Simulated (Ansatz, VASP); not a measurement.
Cu: VASP beside Ansatz

```
Cu
1.0
     2.51982    0.00000    0.00000
    -1.25991    2.18223    0.00000
     0.00000    0.00000   28.34450
Cu
7
Direct
  0.00000 0.00000 0.28333
  0.33333 0.66667 0.35519
  0.66667 0.33333 0.42749
  0.00000 0.00000 0.50000
  0.33333 0.66667 0.57251
  0.66667 0.33333 0.64481
  0.00000 0.00000 0.71667
```

Alike in both runs: task single point; functional PBEsol; k mesh 18 × 18 × 1; occupations fermi-dirac, width 0.1 eV; no spin polarisation.

```csv
,VASP,Ansatz
version,VASP 6.6.1,Ansatz 0.2.0
potentials or method,"VASP PAW PBE potentials, release 64 (Cu), cutoff 520 eV","all-electron LAPW, scalar-relativistic"
```

|  | VASP | Ansatz | Ansatz less VASP |
| --- | --- | --- | --- |
| rms of the force components (eV/Å) | 0.008 | 0.001 | -0.0076 |

VASP's potentials were made for PBE, not for PBEsol. Atom by atom the forces differ by 0.008 eV/Å (rms over components). Ansatz ran all-electron here, and VASP with PAW potentials.
